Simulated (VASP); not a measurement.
TaN: single point with PBEsol

Crystal: TaN.

```xyz
2
Lattice="0.0000 2.1790 2.1136 2.1790 0.0000 2.1136 2.1790 2.1790 0.0000" Properties=species:S:1:pos:R:3 pbc="T T T"
Ta    2.1790    2.1790    2.1136
N     0.0000    0.0000    0.0000
```

This cell differs from its parent crystal: zz strain of -3 %.

```json
{"Program": "VASP 6.6.1", "Task": "single point", "Functional": "PBEsol", "Potentials or basis": "VASP PAW PBE potentials, release 64 (Ta_pv, N)", "Cutoff": "520 eV", "k mesh": "9 × 9 × 9", "Occupations": "fermi-dirac, width 0.02 eV", "Spin": "no spin polarisation", "Dipole correction": "no", "Further INCAR settings": "ALGO = Normal; EDIFF = 1e-07; NBANDS = 15"}
```

| Property | Result |
| --- | --- |
| Pressure | 18.8 GPa |
| Band gap on the k mesh | zero (band 8 reaches 11.69 eV, above the bottom of band 9 at 7.63 eV) |

Stress tensor (GPa, compression positive):
```
10.12  0.00  0.00
 0.00 10.12  0.00
 0.00  0.00 36.02
```

Levels at points of the mesh, in eV from the Fermi level:
```
           k point  band 4  band 5  band 6  band 7  band 8  band 9  band 10  band 11  band 12  band 13
(0.00, 0.00, 0.00)  -19.18   -3.91   -3.91   -3.72   -2.30   -2.30    -1.93    -0.08     0.19     2.40
```

Wall time 18 s on 1 thread of Intel Xeon 6975P-C, with other jobs on the host, peak memory 0.15 GiB.

Caveat: the cell differs from its parent crystal (zz strain of -3 %); the PAW data sets were made with another functional, which shifts forces and pressure a little; spin-orbit coupling is left out, which moves the levels of the heavy elements.
